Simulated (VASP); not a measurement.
# KZnF3 (Pm-3m) in VASP: further runs

Aim: see how the results for KZnF3 move with the level of theory and the settings. Levels: LDA, PBE, PBEsol. Tasks: single point.

Everything below comes from runs of VASP 6.6.1. Logs are shortened: lines on timing, memory, paths and dates and some standing lists are left out, and cuts for length are marked.

## (1) The cell of the first run

Symmetry: Pm-3m, No. 221, cubic system. The conventional cell has a = 4.103 Å, b = 4.103 Å, c = 4.103 Å, α = 90.00°, β = 90.00°, γ = 90.00°. Within 2.7 Å of Zn (site symmetry m-3m) lie 6 F at 2.05 Å. Within 3.8 Å of K (site symmetry m-3m) lie 12 F at 2.90 Å and 8 Zn at 3.55 Å. F (site symmetry 4/mmm) has 2 Zn at 2.05 Å within 2.7 Å.

## (2) Single point, LDA

The input, INCAR:

```
SYSTEM = KZnF3
PREC     = Accurate       ! precision mode
ENCUT    = 520            ! plane-wave cutoff, eV
EDIFF    = 1E-6           ! SCF threshold, eV
ISMEAR   = -1             ! smearing method
SIGMA    = 0.05           ! smearing width, eV
LREAL    = .FALSE.        ! projectors in reciprocal space
LASPH    = .TRUE.         ! aspherical terms in the spheres
NELM     = 60             ! most SCF steps
ALGO     = Normal         ! electronic algorithm
ISIF     = 2              ! what is computed and relaxed
LWAVE    = .FALSE.        ! write WAVECAR
LCHARG   = .FALSE.        ! write CHGCAR
GGA      = CA             ! functional
NBANDS   = 29             ! bands
```

The input, KPOINTS:

```
regular mesh
0
G
  7 7 7
  0 0 0
```

The input, POSCAR:

```
KZnF3
1.0
    4.1032955855      0.0000000000      0.0000000000
    0.0000000000      4.1032955855      0.0000000000
    0.0000000000      0.0000000000      4.1032955855
Zn K F
1 1 3
Direct
    0.5000000000      0.5000000000      0.5000000000
    0.0000000000      0.0000000000      0.0000000000
    0.5000000000      0.0000000000      0.5000000000
    0.0000000000      0.5000000000      0.5000000000
    0.5000000000      0.5000000000      0.0000000000
```

Potentials or basis: VASP PAW LDA potentials, release 64 (Zn, K_sv, F).

Started as:

```
cat potpaw_LDA.64/Zn/POTCAR potpaw_LDA.64/K_sv/POTCAR potpaw_LDA.64/F/POTCAR > POTCAR
mpirun -np 1 vasp_std > vasp.out
```

OUTCAR:

```text
SYSTEM = KZnF3
   PREC = Accurate
   ENCUT = 520
   EDIFF = 1E-6
   ISMEAR = -1
   LREAL = .FALSE.
   LASPH = .TRUE.
   NELM = 60
   ISIF = 2
   GGA = CA

 ion  position               nearest neighbor table
   1  0.500  0.500  0.500-   3 2.05   4 2.05   5 2.05   5 2.05   3 2.05   4 2.05
   2  0.000  0.000  0.000-
   3  0.500  0.000  0.500-   1 2.05   1 2.05
   4  0.000  0.500  0.500-   1 2.05   1 2.05
   5  0.500  0.500  0.000-   1 2.05   1 2.05

  LATTYP: Found a simple cubic cell.
 ALAT       =     4.1032955855

  Lattice vectors:

 A1 = (   4.1032955855,   0.0000000000,   0.0000000000)
 A2 = (   0.0000000000,   4.1032955855,   0.0000000000)
 A3 = (   0.0000000000,   0.0000000000,   4.1032955855)

Analysis of symmetry for initial positions (statically):
=====================================================================
 Subroutine PRICEL returns:
 Original cell was already a primitive cell.

 Routine SETGRP: Setting up the symmetry group for a
 simple cubic supercell.

 Subroutine GETGRP returns: Found 48 space group operations
 (whereof 48 operations were pure point group operations)
 out of a pool of 48 trial point group operations.

The static configuration has the point symmetry O_h .

Analysis of symmetry for dynamics (positions and initial velocities):
=====================================================================
 Subroutine PRICEL returns:
 Original cell was already a primitive cell.

 Routine SETGRP: Setting up the symmetry group for a
 simple cubic supercell.

 Subroutine GETGRP returns: Found 48 space group operations
 (whereof 48 operations were pure point group operations)
 out of a pool of 48 trial point group operations.

The dynamic configuration has the point symmetry O_h .

 Subroutine INISYM returns: Found 48 space group operations
 (whereof 48 operations are pure point group operations),
 and found     1 'primitive' translations

----------------------------------------------------------------------------------------

                                     Primitive cell

  volume of cell :      69.0873
[... 83 lines left out ...]
   ICHARG =      2    charge: 1-file 2-atom 10-const
   ISPIN  =      1    spin polarized calculation?
   LNONCOLLINEAR =      F non collinear calculations
   LSORBIT =      F    spin-orbit coupling
   LASPH  =      T    aspherical Exc in radial PAW
   ENCUT  =  520.0 eV  38.22 Ry    6.18 a.u.   7.63  7.63  7.63*2*pi/ulx,y,z
   NELM   =     60;   NELMIN=  2; NELMDL= -5     # of ELM steps
   EDIFF  = 0.1E-05   stopping-criterion for ELM
   LREAL  =      F    real-space projection
   EDIFFG = 0.1E-04   stopping-criterion for IOM
   NSW    =      0    number of steps for IOM
   IBRION =     -1    ionic relax: 0-MD 1-quasi-New 2-CG
   NFREE  =      0    steps in history (QN), initial steepest desc. (CG)
   ISIF   =      2    stress and relaxation
   ISYM   =      2    0-nonsym 1-usesym 2-fastsym
   POTIM  = 0.5000    time-step for ionic-motion
   TEBEG  =    0.0;   TEEND  =   0.0 temperature during run
   PSTRESS=    0.0 pullay stress
   NELECT =      42.0000    total number of electrons
   NUPDOWN=      -1.0000    fix difference up-down
   EMIN   =  10.00;   EMAX   =-10.00  energy-range for DOS
   EFERMI =   0.00;   METHOD = LEGACY
   ISMEAR =    -1;   SIGMA  =   0.05  broadening in eV -4-tet -1-fermi 0-gaus
   EFERMI_NEDOS =   21; number of points for ismear=-14 and -15
   IALGO  =     38    algorithm
   IMIX   =      4    mixing-type and parameters
     AMIX     =   0.40;   BMIX     =  1.00
     AMIX_MAG =   1.60;   BMIX_MAG =  1.00
  volume/ion in A,a.u.               =      13.82        93.24
  Fermi-wavevector in a.u.,A,eV,Ry     =   1.386836  2.620740 26.168279  1.923314
  Thomas-Fermi vector in A             =   2.511114
   LORBIT       =      0    0 simple, 1 ext, 2 COOP (PROOUT), +10 PAW based schemes
   GGA     = CA    functional components
   LHFCALC =     F    Hartree Fock is set to
   AEXX    =    0.0000 exact exchange contribution
   IVDW    =     0    specifies the selected vdW correction
   LEPSILON=     F    determine dielectric tensor
   LRPA    =     F    only Hartree local field effects (RPA)
 non-spin polarized calculation
  energy-cutoff  :      520.00
  volume of cell :       69.09
 maximum number of plane-waves:      1875
 NGX is ok and might be reduce to    32
   NGX = 15   NGY = 15   NGZ = 15

 number of electron      42.0000019 magnetization

 Free energy of the ion-electron system (eV)
  ---------------------------------------------------
  ext. energy  EPLUGINS =         0.00000000
  ---------------------------------------------------
  free energy    TOTEN  =       -22.97392898 eV

  energy without entropy =      -22.97392898  energy(sigma->0) =      -22.97392898

 E-fermi :  -0.5012     XC(G=0): -10.3937

 val. band max:       -1.7044332772   @ k =   0.4286   0.4286   0.0000
 cond. band min:       1.8951505732   @ k =   0.0000   0.0000   0.0000
 fundamental gap:      3.5995838504
 Fermi energy:        -0.5011549755

 k-point     1 :       0.0000    0.0000    0.0000
  band No.  band energies     occupation
      1     -27.9929      2.00000
      2     -22.4376      2.00000
      3     -21.8229      2.00000
      4     -21.8229      2.00000
      5     -11.7205      2.00000
      6     -11.7205      2.00000
[... 629 lines left out ...]
     28      10.4843      0.00000
     29      11.4152      0.00000

------------------------ aborting loop because EDIFF is reached ----------------------------------------

  FORCE on cell =-STRESS in cart. coord.  units (eV):
  Direction    XX          YY          ZZ          XY          YZ          ZX
  --------------------------------------------------------------------------------------
  -------------------------------------------------------------------------------------
  Total       -3.0157916     -3.0157916     -3.0157916     -0.0000000      0.0000000     -0.0000000
  in kB      -69.9380460    -69.9380460    -69.9380460     -0.0000000      0.0000000     -0.0000000
  external PRESSURE =     -69.9380460 kB  Pullay stress =       0.0000000 kB

 VOLUME and BASIS-vectors are now :
 -----------------------------------------------------------------------------
  energy-cutoff  :      520.00
  volume of cell :       69.09
      direct lattice vectors                 reciprocal lattice vectors
     4.103295585  0.000000000  0.000000000     0.243706547  0.000000000  0.000000000
     0.000000000  4.103295585  0.000000000     0.000000000  0.243706547  0.000000000
     0.000000000  0.000000000  4.103295585     0.000000000  0.000000000  0.243706547

 POSITION                                       TOTAL-FORCE (eV/Angst)
 -----------------------------------------------------------------------------------
      2.05165      2.05165      2.05165         0.000000      0.000000      0.000000
      0.00000      0.00000      0.00000         0.000000      0.000000      0.000000
      2.05165      0.00000      2.05165         0.000000      0.000000      0.000000
      0.00000      2.05165      2.05165         0.000000      0.000000      0.000000
      2.05165      2.05165      0.00000         0.000000      0.000000      0.000000
 -----------------------------------------------------------------------------------
    total drift:                                0.000000     -0.000000     -0.000000

  FREE ENERGIE OF THE ION-ELECTRON SYSTEM (eV)
  ---------------------------------------------------
  free  energy   TOTEN  =       -22.9739289823 eV

  energy  without entropy=      -22.9739289823  energy(sigma->0) =      -22.97392898
```

OSZICAR:

```text
N       E                     dE             d eps       ncg     rms          rms(c)
DAV:   1     0.445247267153E+03    0.44525E+03   -0.21765E+04  1160   0.172E+03
DAV:   2     0.166422041681E+02   -0.42861E+03   -0.40466E+03  1287   0.458E+02
DAV:   3    -0.240512854181E+02   -0.40693E+02   -0.40382E+02  1337   0.145E+02
DAV:   4    -0.250982077468E+02   -0.10469E+01   -0.10438E+01  1766   0.224E+01
DAV:   5    -0.251160513022E+02   -0.17844E-01   -0.17835E-01  1384   0.244E+00    0.106E+01
DAV:   6    -0.230103780866E+02    0.21057E+01   -0.58487E+00  1659   0.356E+01    0.664E+00
DAV:   7    -0.230303074757E+02   -0.19929E-01   -0.13264E+00  1250   0.702E+00    0.432E+00
DAV:   8    -0.230156730280E+02    0.14634E-01   -0.53319E-01  1604   0.117E+01    0.168E+00
DAV:   9    -0.229757323499E+02    0.39941E-01   -0.10094E-01  1775   0.862E+00    0.482E-01
DAV:  10    -0.229738981136E+02    0.18342E-02   -0.41790E-02  1716   0.379E+00    0.162E-01
DAV:  11    -0.229739951362E+02   -0.97023E-04   -0.49867E-03  1295   0.551E-01    0.847E-02
DAV:  12    -0.229740394914E+02   -0.44355E-04   -0.16342E-04  1404   0.213E-01    0.868E-02
DAV:  13    -0.229739230775E+02    0.11641E-03   -0.51458E-04  1775   0.621E-01    0.453E-03
DAV:  14    -0.229739291401E+02   -0.60627E-05   -0.60066E-05  1300   0.496E-02    0.475E-03
DAV:  15    -0.229739289823E+02    0.15781E-06   -0.33508E-07   753   0.492E-03
   1 F= -.22973929E+02 E0= -.22973929E+02  d E =-.180113E-10
```

stdout:

```text
POSCAR found type information on POSCAR ZnK F
 POSCAR found :  3 types and       5 ions
 scaLAPACK will be used
 LDA part: xc-table for (Slater(with rela. corr.)+CA(PZ))
 , standard interpolation
 POSCAR, INCAR and KPOINTS ok, starting setup
 FFT: planning ... GRIDC
 FFT: planning ... GRID_SOFT
 FFT: planning ... GRID
 WAVECAR not read
 entering main loop
```

Wall time 14 s (1 thread of Intel Xeon 6975P-C (Granite Rapids), shared host); peak memory 0.17 GiB.

What came out:

| Item | Value |
| --- | --- |
| Free energy | -22.9739 eV |
| Pressure | -7.0 GPa |
| Band gap on the k mesh | 3.60 eV, indirect (least direct gap 5.07 eV) |

Levels at points of the mesh, in eV from the valence-band top:
```
           k point  band 19  band 20  band 21  band 22  band 23  band 24
(0.00, 0.00, 0.00)    -1.47    -1.47    -1.47     3.60     8.74     8.74
```

## (3) Single point, PBE

The input, INCAR:

```
SYSTEM = KZnF3
  PREC = Accurate
  ENCUT = 520
  EDIFF = 1E-7
  ISMEAR = -1
  SIGMA = 0.05
  LREAL = .FALSE.
  LASPH = .TRUE.
  NELM = 60
  ALGO = Normal
  ISIF = 2
  LWAVE = .FALSE.
  LCHARG = .FALSE.
  GGA = PE
  NBANDS = 29
```

KPOINTS is that of step 2.

POSCAR is that of step 2.

Potentials or basis: VASP PAW PBE potentials, release 64 (Zn, K_sv, F).

Started as:

```
cat potpaw_PBE.64/Zn/POTCAR potpaw_PBE.64/K_sv/POTCAR potpaw_PBE.64/F/POTCAR > POTCAR
mpirun -np 1 vasp_std > vasp.out
```

Run time: 18 s. Hardware: 1 thread of Intel Xeon 6975P-C (Granite Rapids), shared host; peak memory 0.19 GiB.

It converged, with:

- Free energy: -20.3228 eV
- Pressure: 1.6 GPa
- Band gap on the k mesh: 3.80 eV, indirect (least direct gap 5.33 eV)

Levels at points of the mesh, in eV from the valence-band top:
| k point | band 17 | band 18 | band 19 | band 20 | band 21 | band 22 | band 23 | band 24 | band 25 | band 26 |
| --- | --- | --- | --- | --- | --- | --- | --- | --- | --- | --- |
| (0.00, 0.00, 0.00) | -1.71 | -1.71 | -1.53 | -1.53 | -1.53 | 3.80 | 8.96 | 8.96 | 9.41 | 11.23 |

## (4) Single point, PBEsol

This run uses another cell than the first one, of 14.08 Å³/atom, 1.019 times its volume.

The input, INCAR:

```
ALGO = Normal
EDIFF = 1E-6
ENCUT = 520
GGA = PS
ISIF = 2
ISMEAR = -1
LASPH = T
LCHARG = F
LREAL = F
LWAVE = F
NBANDS = 29
NELM = 60
PREC = Accurate
SIGMA = 0.05
```

The input, KPOINTS:

```
k-points
0
Gamma
  7 7 7
```

Changes to POSCAR since step 3:

```diff
@@ -2,5 +2,5 @@
 1.0
-    4.1032955855      0.0000000000      0.0000000000
-    0.0000000000      4.1032955855      0.0000000000
-    0.0000000000      0.0000000000      4.1032955855
+    4.1294319308      0.0000000000      0.0000000000
+    0.0000000000      4.1294319308      0.0000000000
+    0.0000000000      0.0000000000      4.1294319308
 Zn K F
```

Started as:

```
cat potpaw_PBE.64/Zn/POTCAR potpaw_PBE.64/K_sv/POTCAR potpaw_PBE.64/F/POTCAR > POTCAR
mpirun -np 1 vasp_std > vasp.out
```

Run time: 16 s. Hardware: 1 thread of Intel Xeon 6975P-C (Granite Rapids), shared host; peak memory 0.19 GiB.

Results (log left out):

| Quantity | Value |
| --- | --- |
| Free energy | -21.3047 eV |
| Pressure | -3.7 GPa |
| Band gap on the k mesh | 3.60 eV, indirect (least direct gap 5.03 eV) |

Levels at points of the mesh, in eV from the valence-band top:
| k point | band 18 | band 19 | band 20 | band 21 | band 22 | band 23 | band 24 | band 25 |
| --- | --- | --- | --- | --- | --- | --- | --- | --- |
| (0.00, 0.00, 0.00) | -1.60 | -1.43 | -1.43 | -1.43 | 3.60 | 8.94 | 8.94 | 9.22 |

Caveat: the PAW data sets were made with another functional, which shifts forces and pressure a little.

## (5) Single point, LDA

This run uses another cell than the first one, of 14.08 Å³/atom, 1.019 times its volume.

The input, INCAR:

```
SYSTEM = KZnF3
ALGO = Normal
EDIFF = 1E-6
ENCUT = 520
ISIF = 2
ISMEAR = -1
LASPH = .TRUE.
LCHARG = .FALSE.
LREAL = .FALSE.
LWAVE = .FALSE.
NBANDS = 29
NELM = 100
PREC = Accurate
SIGMA = 0.05
```

The input, KPOINTS:

```
k-points
0
G
  7 7 7
  0 0 0
```

POSCAR is that of step 4.

Potentials or basis: VASP PAW LDA potentials, release 64 (Zn, K_sv, F).

Started as:

```
cat potpaw_LDA.64/Zn/POTCAR potpaw_LDA.64/K_sv/POTCAR potpaw_LDA.64/F/POTCAR > POTCAR
mpirun -np 1 vasp_std > vasp.out
```

Run time: 14 s. Hardware: 1 thread of Intel Xeon 6975P-C (Granite Rapids), shared host; peak memory 0.17 GiB.

Results (log left out):

| Item | Value |
| --- | --- |
| Free energy | -22.9131 eV |
| Pressure | -8.1 GPa |
| Band gap on the k mesh | 3.55 eV, indirect (least direct gap 4.92 eV) |

Levels at points of the mesh, in eV from the valence-band top:
| k point | band 19 | band 20 | band 21 | band 22 | band 23 | band 24 |
| --- | --- | --- | --- | --- | --- | --- |
| (0.00, 0.00, 0.00) | -1.38 | -1.38 | -1.38 | 3.55 | 8.81 | 8.81 |

A k mesh can miss the band edges. LDA gaps usually lie below the measured ones, often by a third to a half.

## (6) Single point, PBE

This run uses another cell than the first one, of 14.08 Å³/atom, 1.019 times its volume.

The input, INCAR:

```
PREC     = Accurate       # precision mode
ENCUT    = 520            # plane-wave cutoff, eV
EDIFF    = 1E-6           # SCF threshold, eV
ISMEAR   = -1             # smearing method
SIGMA    = 0.05           # smearing width, eV
LREAL    = False          # projectors in reciprocal space
LASPH    = True           # aspherical terms in the spheres
NELM     = 100            # most SCF steps
ALGO     = Normal         # electronic algorithm
ISIF     = 2              # what is computed and relaxed
LWAVE    = False          # write WAVECAR
LCHARG   = True           # write CHGCAR
GGA      = PE             # functional
LELF     = True           # ELF
LVHAR    = True         
NBANDS   = 29             # bands
```

The input, KPOINTS:

```
Automatic mesh
0
Gamma
  7 7 7
```

POSCAR is that of step 5.

Potentials or basis: VASP PAW PBE potentials, release 64 (Zn, K_sv, F).

Started as:

```
cat potpaw_PBE.64/Zn/POTCAR potpaw_PBE.64/K_sv/POTCAR potpaw_PBE.64/F/POTCAR > POTCAR
mpirun -np 1 vasp_std > vasp.out
```

It took 15 s on 1 thread of Intel Xeon 6975P-C (Granite Rapids), shared host; peak memory 0.19 GiB.

The run converged. Its results:

| Property | Result |
| --- | --- |
| Free energy | -20.3320 eV |
| Pressure | 0.1 GPa |
| Band gap on the k mesh | 3.75 eV, indirect (least direct gap 5.18 eV) |

Levels at points of the mesh, in eV from the valence-band top:
```tsv
k point	band 19	band 20	band 21	band 22	band 23	band 24
(0.00, 0.00, 0.00)	-1.43	-1.43	-1.43	3.75	9.03	9.03
```

## (7) Summary

```tsv
level	potentials or basis	cell	gap on the mesh (eV)	pressure (GPa)
LDA	VASP PAW LDA potentials, release 64 (Zn, K_sv, F)	a = 4.103 Å, 5 atoms	3.60	-7.0
PBE	VASP PAW PBE potentials, release 64 (Zn, K_sv, F)	a = 4.103 Å, 5 atoms	3.80	1.6
PBEsol	VASP PAW PBE potentials, release 64 (Zn, K_sv, F)	a = 4.129 Å, 5 atoms	3.60	-3.7
LDA	VASP PAW LDA potentials, release 64 (Zn, K_sv, F)	a = 4.129 Å, 5 atoms	3.55	-8.1
PBE	VASP PAW PBE potentials, release 64 (Zn, K_sv, F)	a = 4.129 Å, 5 atoms	3.75	0.1
```

Alike in all rows: task single point; no spin polarisation; k mesh 7 × 7 × 7; cutoff (eV) 520; smearing fermi-dirac 0.05 eV.

Caveats: the PAW data sets were made with another functional, which shifts forces and pressure a little (some runs).

Absolute energies hang on the potentials; compare differences alone.
